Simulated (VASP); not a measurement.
# Bi (Im-3m) in VASP: notebook, part 2 of 2

VASP 6.6.1.

## 3. Single point, PBEsol

Input file INCAR:

```
SYSTEM = Bi
ALGO = Normal ; EDIFF = 1E-6
ENCUT = 500 ; GGA = PS
GGA_COMPAT = .False. ; ISIF = 2
ISMEAR = -1 ; LASPH = .True.
LCHARG = .False. ; LREAL = .False.
LWAVE = .False. ; NBANDS = 14
NELM = 120 ; PREC = Accurate
SIGMA = 0.1
```

Input file KPOINTS:

```
k-points
0
Gamma
  6 6 6
  0 0 0
```

Input file POSCAR:

```
Bi
1.0
   -2.0338450000      2.0338450000      2.0338450000
    2.0338450000     -2.0338450000      2.0338450000
    2.0338450000      2.0338450000     -2.0338450000
Bi
1
Direct
    0.0000000000      0.0000000000      0.0000000000
```

Potentials or basis: VASP PAW PBE potentials, release 64 (Bi_d).

On the command line:

```console
cat potpaw_PBE.64/Bi_d/POTCAR > POTCAR
mpirun -np 1 vasp_std > vasp.out
```

OUTCAR:

```text
SYSTEM = Bi
   EDIFF = 1E-6
   ENCUT = 500
   GGA = PS
   ISIF = 2
   ISMEAR = -1
   LASPH = .True.
   LREAL = .False.
   NELM = 120
   PREC = Accurate

 ion  position               nearest neighbor table
   1  0.000  0.000  0.000-

  LATTYP: Found a body centered cubic cell.
 ALAT       =     4.0676900000

  Lattice vectors:

 A1 = (  -2.0338450000,   2.0338450000,   2.0338450000)
 A2 = (   2.0338450000,  -2.0338450000,   2.0338450000)
 A3 = (   2.0338450000,   2.0338450000,  -2.0338450000)

Analysis of symmetry for initial positions (statically):
=====================================================================
 Subroutine PRICEL returns:
 Original cell was already a primitive cell.

 Routine SETGRP: Setting up the symmetry group for a
 body centered cubic supercell.

 Subroutine GETGRP returns: Found 48 space group operations
[... 9 lines left out ...]

 Routine SETGRP: Setting up the symmetry group for a
 body centered cubic supercell.

 Subroutine GETGRP returns: Found 48 space group operations
[... 11 lines left out ...]
                                     Primitive cell

  volume of cell :      33.6522

  direct lattice vectors                    reciprocal lattice vectors
    -2.033845000  2.033845000  2.033845000     0.000000000  0.245839776  0.245839776
     2.033845000 -2.033845000  2.033845000     0.245839776  0.000000000  0.245839776
     2.033845000  2.033845000 -2.033845000     0.245839776  0.245839776  0.000000000

  length of vectors
     3.522722875  3.522722875  3.522722875     0.347669946  0.347669946  0.347669946

  position of ions in fractional coordinates (direct lattice)
     0.000000000  0.000000000  0.000000000

  ion indices of the primitive-cell ions
   primitive index   ion index
                 1           1

----------------------------------------------------------------------------------------

 KPOINTS: k-points

Automatic generation of k-mesh.
 Grid dimensions read from file:
 generate k-points for:    6    6    6

 Generating k-lattice:

  Cartesian coordinates                     Fractional coordinates (reciprocal lattice)
     0.000000000  0.040973296  0.040973296     0.166666667  0.000000000  0.000000000
     0.040973296  0.000000000  0.040973296     0.000000000  0.166666667  0.000000000
     0.040973296  0.040973296  0.000000000     0.000000000  0.000000000  0.166666667

  Length of vectors
     0.057944991  0.057944991  0.057944991

  Shift w.r.t. Gamma in fractional coordinates (k-lattice)
     0.000000000  0.000000000  0.000000000

 Subroutine IBZKPT returns following result:
 ===========================================

 Found     16 irreducible k-points:

 Following reciprocal coordinates:
            Coordinates               Weight
  0.000000  0.000000  0.000000      1.000000
  0.166667  0.000000  0.000000     12.000000
  0.333333  0.000000  0.000000     12.000000
  0.500000  0.000000  0.000000      6.000000
  0.166667  0.166667  0.000000     24.000000
  0.333333  0.166667  0.000000     48.000000
[... 8 lines left out ...]
  0.500000  0.500000  0.333333     12.000000
  0.500000  0.500000  0.500000      1.000000
   k-points           NKPTS =     16   k-points in BZ     NKDIM =     16   number of bands    NBANDS=     14
   number of dos      NEDOS =    301   number of ions     NIONS =      1
   total plane-waves  NPLWV =  21952
   dimension x,y,z NGX =    28 NGY =   28 NGZ =   28
   dimension x,y,z NGXF=    56 NGYF=   56 NGZF=   56
   ions per type =               1
   NGX,Y,Z   is equivalent  to a cutoff of  13.21, 13.21, 13.21 a.u.
   NGXF,Y,Z  is equivalent  to a cutoff of  26.43, 26.43, 26.43 a.u.
 SYSTEM =  Bi
   PREC   = accura    normal or accurate (medium, high low for compatibility)
   ISTART =      0    job   : 0-new  1-cont  2-samecut
   ICHARG =      2    charge: 1-file 2-atom 10-const
   ISPIN  =      1    spin polarized calculation?
   LNONCOLLINEAR =      F non collinear calculations
   LSORBIT =      F    spin-orbit coupling
   LASPH  =      T    aspherical Exc in radial PAW
   ENCUT  =  500.0 eV  36.75 Ry    6.06 a.u.   6.42  6.42  6.42*2*pi/ulx,y,z
   NELM   =    120;   NELMIN=  2; NELMDL= -5     # of ELM steps
   EDIFF  = 0.1E-05   stopping-criterion for ELM
   LREAL  =      F    real-space projection
   EDIFFG = 0.1E-04   stopping-criterion for IOM
   NSW    =      0    number of steps for IOM
   IBRION =     -1    ionic relax: 0-MD 1-quasi-New 2-CG
   NFREE  =      0    steps in history (QN), initial steepest desc. (CG)
   ISIF   =      2    stress and relaxation
   ISYM   =      2    0-nonsym 1-usesym 2-fastsym
   POTIM  = 0.5000    time-step for ionic-motion
   TEBEG  =    0.0;   TEEND  =   0.0 temperature during run
   PSTRESS=    0.0 pullay stress
   NELECT =      15.0000    total number of electrons
   NUPDOWN=      -1.0000    fix difference up-down
   EMIN   =  10.00;   EMAX   =-10.00  energy-range for DOS
   EFERMI =   0.00;   METHOD = LEGACY
   ISMEAR =    -1;   SIGMA  =   0.10  broadening in eV -4-tet -1-fermi 0-gaus
   EFERMI_NEDOS =   21; number of points for ismear=-14 and -15
   IALGO  =     38    algorithm
   IMIX   =      4    mixing-type and parameters
     AMIX     =   0.40;   BMIX     =  1.00
     AMIX_MAG =   1.60;   BMIX_MAG =  1.00
  volume/ion in A,a.u.               =      33.65       227.10
  Fermi-wavevector in a.u.,A,eV,Ry     =   1.250549  2.363195 21.277783  1.563873
  Thomas-Fermi vector in A             =   2.384538
   LORBIT       =      0    0 simple, 1 ext, 2 COOP (PROOUT), +10 PAW based schemes
   GGA     = PS    functional components
   LHFCALC =     F    Hartree Fock is set to
   AEXX    =    0.0000 exact exchange contribution
   IVDW    =     0    specifies the selected vdW correction
   LEPSILON=     F    determine dielectric tensor
   LRPA    =     F    only Hartree local field effects (RPA)
 non-spin polarized calculation
  energy-cutoff  :      500.00
  volume of cell :       33.65
 maximum number of plane-waves:       887
 NGX is ok and might be reduce to    28
   NGX = 13   NGY = 13   NGZ = 13

 number of electron      15.0000005 magnetization

 Free energy of the ion-electron system (eV)
  ---------------------------------------------------
  ext. energy  EPLUGINS =         0.00000000
  ---------------------------------------------------
  free energy    TOTEN  =        -4.15704522 eV

  energy without entropy =       -4.12179530  energy(sigma->0) =       -4.13942026

 E-fermi :   6.6123     XC(G=0): -10.0710

 val. band max:        6.5370772731   @ k =   0.3333   0.1667   0.1667
 cond. band min:       6.9861142950   @ k =   0.1667   0.1667   0.1667
 fundamental gap:      0.4490370219
 Fermi energy:         6.6122940843

 k-point     1 :       0.0000    0.0000    0.0000
  band No.  band energies     occupation
      1     -16.0942      2.00000
      2     -16.0942      2.00000
      3     -16.0942      2.00000
      4     -15.9951      2.00000
      5     -15.9951      2.00000
      6      -6.2140      2.00000
      7      11.3834      0.00000
      8      11.3834      0.00000
      9      11.3834      0.00000
     10      14.9479      0.00000
     11      17.2477      0.00000
     12      17.2477      0.00000
     13      17.2477      0.00000
     14      18.0218      0.00000

 k-point     2 :       0.1667    0.0000    0.0000
  band No.  band energies     occupation
      1     -16.1016      2.00000
      2     -16.0813      2.00000
      3     -16.0537      2.00000
      4     -16.0031      2.00000
      5     -15.9967      2.00000
      6      -5.7627      2.00000
      7       8.0950      0.00000
      8      10.2999      0.00000
      9      11.0358      0.00000
     10      14.5698      0.00000
     11      15.6656      0.00000
     12      16.8930      0.00000
     13      17.5221      0.00000
     14      19.6797      0.00000
[... 207 lines left out ...]
      1     -16.0836      2.00000
      2     -16.0757      2.00000
      3     -15.9903      2.00000
      4     -15.9677      2.00000
      5     -15.9410      2.00000
      6      -2.3838      2.00000
      7       4.0633      2.00000
      8       5.7209      1.99973
      9       6.1652      1.97740
     10      11.4997      0.00000
     11      12.3819      0.00000
     12      19.7405      0.00000
     13      19.9213      0.00000
     14      23.2395      0.00000

 k-point    16 :       0.5000    0.5000    0.5000
  band No.  band energies     occupation
      1     -16.1000      2.00000
      2     -16.1000      2.00000
      3     -15.9447      2.00000
      4     -15.9447      2.00000
      5     -15.9447      2.00000
      6      -1.8074      2.00000
      7       5.1669      2.00000
      8       5.1669      2.00000
      9       5.1669      2.00000
     10      10.3974      0.00000
     11      10.3974      0.00000
     12      21.9542      0.00000
     13      23.7221      0.00000
     14      23.7221      0.00000

------------------------ aborting loop because EDIFF is reached ----------------------------------------

  FORCE on cell =-STRESS in cart. coord.  units (eV):
  Direction    XX          YY          ZZ          XY          YZ          ZX
  --------------------------------------------------------------------------------------
  -------------------------------------------------------------------------------------
  Total       -1.1177041     -1.1177041     -1.1177041     -0.0000000      0.0000000     -0.0000000
  in kB      -53.2137498    -53.2137498    -53.2137498     -0.0000000      0.0000000     -0.0000000
  external PRESSURE =     -53.2137498 kB  Pullay stress =       0.0000000 kB

 VOLUME and BASIS-vectors are now :
 -----------------------------------------------------------------------------
  energy-cutoff  :      500.00
  volume of cell :       33.65
      direct lattice vectors                 reciprocal lattice vectors
    -2.033845000  2.033845000  2.033845000     0.000000000  0.245839776  0.245839776
     2.033845000 -2.033845000  2.033845000     0.245839776  0.000000000  0.245839776
     2.033845000  2.033845000 -2.033845000     0.245839776  0.245839776  0.000000000

 POSITION                                       TOTAL-FORCE (eV/Angst)
 -----------------------------------------------------------------------------------
      0.00000      0.00000      0.00000         0.000000     -0.000000      0.000000
 -----------------------------------------------------------------------------------
    total drift:                               -0.000000     -0.000000     -0.000000

  FREE ENERGIE OF THE ION-ELECTRON SYSTEM (eV)
  ---------------------------------------------------
  free  energy   TOTEN  =        -4.1570452197 eV

  energy  without entropy=       -4.1217953013  energy(sigma->0) =       -4.13942026
```

OSZICAR:

```text
N       E                     dE             d eps       ncg     rms          rms(c)
DAV:   1     0.111847544034E+03    0.11185E+03   -0.77993E+03   454   0.118E+03
DAV:   2     0.251740441574E+01   -0.10933E+03   -0.10576E+03   478   0.325E+02
DAV:   3    -0.399730504637E+01   -0.65147E+01   -0.65000E+01   556   0.791E+01
DAV:   4    -0.415936979560E+01   -0.16206E+00   -0.16202E+00   578   0.131E+01
DAV:   5    -0.416573469591E+01   -0.63649E-02   -0.63648E-02   642   0.229E+00    0.488E-01
DAV:   6    -0.415852969687E+01    0.72050E-02   -0.11270E-02   588   0.143E+00    0.291E-01
DAV:   7    -0.415704432855E+01    0.14854E-02   -0.68442E-03   586   0.106E+00    0.916E-02
DAV:   8    -0.415704327310E+01    0.10555E-05   -0.56417E-04   598   0.356E-01    0.116E-02
DAV:   9    -0.415704526245E+01   -0.19894E-05   -0.14154E-05   628   0.480E-02    0.428E-03
DAV:  10    -0.415704521971E+01    0.42741E-07   -0.15169E-06   464   0.178E-02
   1 F= -.41570452E+01 E0= -.41394203E+01  d E =-.352499E-01
```

stdout:

```text
POSCAR found type information on POSCAR Bi
 POSCAR found :  1 types and       1 ions
 scaLAPACK will be used
 -----------------------------------------------------------------------------
|                                                                             |
|                                                                             |
|     You enforced a specific xc type in the INCAR file but a different       |
|     I HOPE YOU KNOW WHAT YOU ARE DOING!                                     |
|                                                                             |
 -----------------------------------------------------------------------------

 LDA part: xc-table for (Slater+PW92), standard interpolation
 POSCAR, INCAR and KPOINTS ok, starting setup
 FFT: planning ... GRIDC
 FFT: planning ... GRID_SOFT
 FFT: planning ... GRID
 WAVECAR not read
 entering main loop
```

It took 6.2 s on 1 thread of Intel Xeon 6975P-C, shared host; peak memory 0.15 GiB.

What came out:

* Free energy: -4.1570 eV
* Pressure: -5.3 GPa

Levels at points of the mesh, in eV from the Fermi level:
```csv
k point,band 4,band 5,band 6,band 7,band 8,band 9,band 10,band 11
"(0.00, 0.00, 0.00)",-22.61,-22.61,-12.83,4.77,4.77,4.77,8.34,10.64
"(0.50, 0.00, 0.00)",-22.61,-22.54,-10.20,-4.44,1.62,3.41,5.88,7.57
"(0.50, 0.50, 0.50)",-22.56,-22.56,-8.42,-1.45,-1.45,-1.45,3.79,3.79
```

Caveat: the k points lie up to 0.36 Å⁻¹ apart; the PAW data sets were made with another functional, which shifts forces and pressure a little; spin-orbit coupling is left out, which moves the levels of the heavy elements.

## 4. Single point, PBEsol, non-collinear spin, typed start, spin-orbit coupling

Input file INCAR:

```
SYSTEM = Bi
  PREC = Accurate
  ENCUT = 500
  EDIFF = 1E-6
  ISMEAR = -1
  SIGMA = 0.1
  LREAL = .FALSE.
  LASPH = .TRUE.
  NELM = 200
  ALGO = Normal
  ISIF = 2
  LWAVE = .FALSE.
  LCHARG = .TRUE.
  MAGMOM = 0 0 0.2
  LORBIT = 11
  LSORBIT = .TRUE.
  GGA_COMPAT = .FALSE.
  LORBMOM = .TRUE.
  GGA = PS
  LVHAR = .TRUE.
  NBANDS = 26
```

Input file KPOINTS:

```
Automatic mesh
0
G
  6 6 6
  0 0 0
```

POSCAR is that of step 3.

On the command line:

```console
cat potpaw_PBE.64/Bi_d/POTCAR > POTCAR
mpirun -np 1 vasp_ncl > vasp.out
```

It took 60 s on 1 thread of Intel Xeon 6975P-C, shared host; peak memory 0.26 GiB.

It converged, with:

* Free energy: -4.9579 eV
* Pressure: -4.3 GPa
* Net moment: 0.00 μB per cell
* Valence electrons inside the program's atomic spheres: Bi 12.69

Moments on the atoms (μB; x, y, z):
```
Bi  0.00 0.00 0.00
```

Caveat: the k points lie up to 0.36 Å⁻¹ apart; the PAW data sets were made with another functional, which shifts forces and pressure a little.

## 5. The runs side by side

| spin | cutoff (eV) | gap on the mesh (eV) | pressure (GPa) |
| --- | --- | --- | --- |
| off | 520 | none | -5.3 |
| off | 500 | none | -5.3 |
| non-collinear, typed start, SOC | 500 | - | -4.3 |

Alike in all rows: task single point; level PBEsol; potentials or basis VASP PAW PBE potentials, release 64 (Bi_d); cell as given; k mesh 6 × 6 × 6; smearing fermi-dirac 0.1 eV.

Caveats: all runs use coarse meshes; the PAW data sets were made with another functional, which shifts forces and pressure a little; spin-orbit coupling is left out, which moves the levels of the heavy elements (some runs).

Absolute energies hang on the potentials; compare differences alone.
